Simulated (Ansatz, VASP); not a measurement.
**One calculation of RbCl, two programs**

```xyz
2
Lattice="0.0000 3.3823 3.3823 3.3823 0.0000 3.3823 3.3823 3.3823 0.0000" Properties=species:S:1:pos:R:3 pbc="T T T"
Rb    0.0000    0.0000    0.0000
Cl    3.3823    3.3823    3.3823
```

Alike in both runs: task single point; functional PBE; k mesh 6 × 6 × 6; occupations gaussian, width 0.02 eV; no spin polarisation.

|  | VASP | Ansatz |
| --- | --- | --- |
| version | VASP 6.6.1 | Ansatz 0.2.0 |
| potentials or method | VASP PAW PBE potentials, release 64 (Rb_sv, Cl), cutoff 500 eV | scalar-relativistic, plane waves, PAW |
| valence electrons in the cell | 16 | 16 |

Ansatz gave:

```
gap on the k mesh at the Fermi level (eV) : 4.75
least direct gap on the mesh (eV)         : 4.75
pressure (GPa)                            : -0.4
```

Task: Which values does VASP return?

Result: gap on the k mesh at the Fermi level (eV): 4.74; least direct gap on the mesh (eV): 4.74; pressure (GPa): -0.4.
